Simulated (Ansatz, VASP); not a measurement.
# KMgF3: VASP beside Ansatz

```
K Mg F
1.0
     4.06180    0.00000    0.00000
     0.00000    4.06180    0.00000
     0.00000    0.00000    4.06180
K Mg F
1 1 3
Direct
  0.50000 0.50000 0.50000
  0.00000 0.00000 0.00000
  0.50000 0.00000 0.00000
  0.00000 0.50000 0.00000
  0.00000 0.00000 0.50000
```

Alike in both runs: functional r2SCAN; k mesh 8 × 8 × 8; occupations fermi-dirac, width 0.02 eV; no spin polarisation.

Ansatz relaxed the structure, and its values are those at the end. VASP's run is a single point on that final structure, the one shown.

```csv
,VASP,Ansatz
version,VASP 6.6.1,Ansatz 0.2.0
potentials or method,"VASP PAW PBE potentials, release 64 (K_sv, Mg, F), cutoff 520 eV",PAW plane waves
valence electrons in the cell,32,40
```

VASP gave:

| Property | Result |
| --- | --- |
| gap on the k mesh at the Fermi level (eV) | 7.82 |
| pressure (GPa) | -4.7 |

Problem. Which values does Ansatz return?

Solution. gap on the k mesh at the Fermi level (eV): 7.85; pressure (GPa): -4.0.

VASP's potentials were made for PBE, not for r2SCAN. VASP's potentials hold 32 valence electrons a cell and Ansatz's 40, so a difference there can come from the potentials and not from the codes. Ansatz's warnings: stress scf threshold loose.
